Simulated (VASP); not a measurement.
Write the native input for VASP 6.6.1 that does the following.

| Property | Result |
| --- | --- |
| Task | single point |
| Functional | r2SCAN |
| Potentials or basis | VASP PAW PBE potentials, release 64 (Pt) |
| Cutoff | 520 eV |
| k mesh | 17 × 17 × 9 |
| Occupations | fermi-dirac, width 0.05 eV |
| Spin | no spin polarisation |
| Dipole correction | no |
| Further INCAR settings | ALGO = Normal; EDIFF = 1e-06; NBANDS = 17 |

Pt:

```
CELL_PARAMETERS angstrom
2.71694 0.00000 0.00000
-1.35847 2.35294 0.00000
0.00000 0.00000 4.72379
ATOMIC_POSITIONS crystal
Pt 0.33333 0.66667 0.25000
Pt 0.66667 0.33333 0.75000
```

These files were run (other wordings do the same):

POSCAR

```
Pt
1.0
    2.7169419205      0.0000000000      0.0000000000
   -1.3584709603      2.3529407238      0.0000000000
    0.0000000000      0.0000000000      4.7237935282
Pt
2
Direct
    0.3333333333      0.6666666667      0.2500000000
    0.6666666667      0.3333333333      0.7500000000
```

INCAR.step1

```
ALGO     = Normal         # electronic algorithm
EDIFF    = 1E-4           # SCF threshold, eV
ENCUT    = 520            # plane-wave cutoff, eV
GGA      = PE             # functional
ISMEAR   = -1             # smearing method
LASPH    = T              # aspherical terms in the spheres
LCHARG   = F              # write CHGCAR
LREAL    = F              # projectors in reciprocal space
LWAVE    = T              # write WAVECAR
NBANDS   = 17             # bands
NELM     = 80             # most SCF steps
PREC     = Accurate       # precision mode
SIGMA    = 0.05           # smearing width, eV
```

INCAR.step2

```
ALGO     = Normal         # electronic algorithm
EDIFF    = 1E-6           # SCF threshold, eV
ENCUT    = 520            # plane-wave cutoff, eV
ISIF     = 2              # what is computed and relaxed
ISMEAR   = -1             # smearing method
ISTART   = 1            
LASPH    = T              # aspherical terms in the spheres
LCHARG   = F              # write CHGCAR
LMIXTAU  = T            
LREAL    = F              # projectors in reciprocal space
LWAVE    = F              # write WAVECAR
METAGGA  = R2SCAN         # meta-GGA
NBANDS   = 17             # bands
NELM     = 80             # most SCF steps
PREC     = Accurate       # precision mode
SIGMA    = 0.05           # smearing width, eV
```

KPOINTS

```
k-points
0
Gamma
  17 17 9
```

Potentials or basis: VASP PAW PBE potentials, release 64 (Pt).

Launch:

```console
$ cat potpaw_PBE.64/Pt/POTCAR > POTCAR
$ cp INCAR.step1 INCAR
$ mpirun -np 1 vasp_std > vasp.out
$ cp INCAR.step2 INCAR
$ mpirun -np 1 vasp_std > vasp.out
```

Results of the run:

```
Pressure               : 6.5 GPa
Band gap on the k mesh : zero (band 10 reaches 11.48 eV, above the bottom of band 11 at 10.08 eV)
```

Caveat: the PAW data sets were made with another functional, which shifts forces and pressure a little; spin-orbit coupling is left out, which moves the levels of the heavy elements.

It used 180 s of CPU time on 1 thread of AMD EPYC 7R13 Processor (Zen 3) (shared host).
